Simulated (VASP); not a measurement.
Here is a VASP 6.6.1 calculation.

Contents of INCAR:

```
ALGO     = Normal         # electronic algorithm
EDIFF    = 1E-6           # SCF threshold, eV
ENCUT    = 520            # plane-wave cutoff, eV
GGA      = PS             # functional
ISIF     = 2              # what is computed and relaxed
ISMEAR   = -1             # smearing method
LASPH    = True           # aspherical terms in the spheres
LCHARG   = True           # write CHGCAR
LELF     = True           # ELF
LREAL    = False          # projectors in reciprocal space
LVHAR    = True         
LWAVE    = False          # write WAVECAR
NBANDS   = 21             # bands
NELM     = 60             # most SCF steps
PREC     = Accurate       # precision mode
SIGMA    = 0.05           # smearing width, eV
```

The input KPOINTS:

```
k-points
0
Gamma
  9 9 9
```

Contents of POSCAR:

```
Sn
1.0
   -2.9401404553      2.9401404553      1.5993019889
    2.9401404553     -2.9401404553      1.5993019889
    2.9401404553      2.9401404553     -1.5993019889
Sn
2
Direct
    0.0000000000      0.0000000000      0.0000000000
    0.7500000000      0.2500000000      0.5000000000
```

Potentials or basis: VASP PAW PBE potentials, release 64 (Sn_d).

Command:

```bash
$ cat potpaw_PBE.64/Sn_d/POTCAR > POTCAR
$ mpirun -np 1 vasp_std > vasp.out
```

(1) Predict the pressure.

(2) Predict the band gap on the k mesh.

Answers

(1) -1.5 GPa.

(2) zero (bands 14 and 15 overlap by 3.97 eV).

Caveat: the PAW data sets were made with another functional, which shifts forces and pressure a little; spin-orbit coupling is left out, which moves the levels of the heavy elements.
